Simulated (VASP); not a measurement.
Runs of VASP 6.6.1 on Ru. The structure is that of space group P6_3/mmc (No. 194), or close to it. The cells are those of the table. 

```tsv
task	potentials or basis	cell	k mesh	cutoff (eV)	second run	gap on the mesh (eV)	pressure (GPa)
single point	VASP PAW LDA potentials, release 64 (Ru_sv)	a = 2.664, b = 2.664, c = 4.215 Å, angles 90.0, 90.0, 120.0°, 2 atoms	10 × 10 × 5	600	valence_matched	none	4.7
single point	VASP PAW LDA potentials, release 64 (Ru_sv)	a = 2.672, b = 2.672, c = 4.229 Å, angles 90.0, 90.0, 120.0°, 2 atoms	9 × 9 × 5	600	valence_matched	none	0.7
relaxation of volume and atoms at fixed shape	VASP PAW LDA potentials, release 64 (Ru_pv)	relaxed from a = 2.706, b = 2.706, c = 4.282 Å, angles 90.0, 90.0, 120.0°, 2 atoms	9 × 9 × 5	600	-	none	-0.1
single point	VASP PAW LDA potentials, release 64 (Ru_pv)	a = 2.672, b = 2.672, c = 4.229 Å, angles 90.0, 90.0, 120.0°, 2 atoms	10 × 10 × 5	520	-	none	1.2
single point	VASP PAW LDA potentials, release 64 (Ru_pv)	a = 2.672, b = 2.672, c = 4.229 Å, angles 90.0, 90.0, 120.0°, 2 atoms	9 × 9 × 5	520	-	none	(b)
single point	VASP PAW LDA potentials, release 64 (Ru_pv)	a = 2.681, b = 2.681, c = 4.243 Å, angles 90.0, 90.0, 120.0°, 2 atoms	10 × 10 × 5	520	-	none	-2.4
single point	VASP PAW LDA potentials, release 64 (Ru_sv)	a = 2.672, b = 2.672, c = 4.229 Å, angles 90.0, 90.0, 120.0°, 2 atoms	10 × 10 × 5	600	valence_matched	none	(a)
single point	VASP PAW LDA potentials, release 64 (Ru_pv)	a = 2.664, b = 2.664, c = 4.215 Å, angles 90.0, 90.0, 120.0°, 2 atoms	10 × 10 × 5	520	-	none	5.1
```

Alike in all rows: level LDA; no spin polarisation; smearing fermi-dirac 0.05 eV.

Q: Estimate the missing entries.

A: (a) 0.9; (b) 1.0.

A k mesh can miss the band edges, and the runs leave out spin-orbit coupling on Ru.

A gap of «none» marks levels without a gap at the run's occupations.

The runs don't all hold the same shells in valence.
